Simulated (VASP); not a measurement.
Input of a VASP 6.6.1 run:

File INCAR:

```
PREC     = Accurate       # precision mode
ENCUT    = 520            # plane-wave cutoff, eV
EDIFF    = 1E-6           # SCF threshold, eV
ISMEAR   = -1             # smearing method
SIGMA    = 0.08           # smearing width, eV
LREAL    = F              # projectors in reciprocal space
LASPH    = T              # aspherical terms in the spheres
NELM     = 100            # most SCF steps
ALGO     = Normal         # electronic algorithm
ISIF     = 2              # what is computed and relaxed
LWAVE    = F              # write WAVECAR
LCHARG   = F              # write CHGCAR
GGA      = PE             # functional
NBANDS   = 12             # bands
```

File KPOINTS:

```
Automatic mesh
0
Gamma
  21 21 21
```

File POSCAR:

```
Cr
1.0
   -1.4242443870      1.4242443870      1.4242443870
    1.4242443870     -1.4242443870      1.4242443870
    1.4242443870      1.4242443870     -1.4242443870
Cr
1
Direct
    0.0000000000      0.0000000000      0.0000000000
```

Potentials or basis: VASP PAW PBE potentials, release 64 (Cr_pv).

Launch:

```bash
$ cat potpaw_PBE.64/Cr_pv/POTCAR > POTCAR
$ mpirun -np 1 vasp_std > vasp.out
```

Problem. What does it give for the band gap on the k mesh?

Solution. Zero (band 6 reaches 13.34 eV, above the bottom of band 7 at 10.05 eV).

Problem. Estimate the pressure.

Solution. -0.5 GPa.

Caveat: the run has no spin polarisation, though such a crystal can be magnetic. Spin polarisation is off, so any magnetic state and its effect on volume and gap are missing.
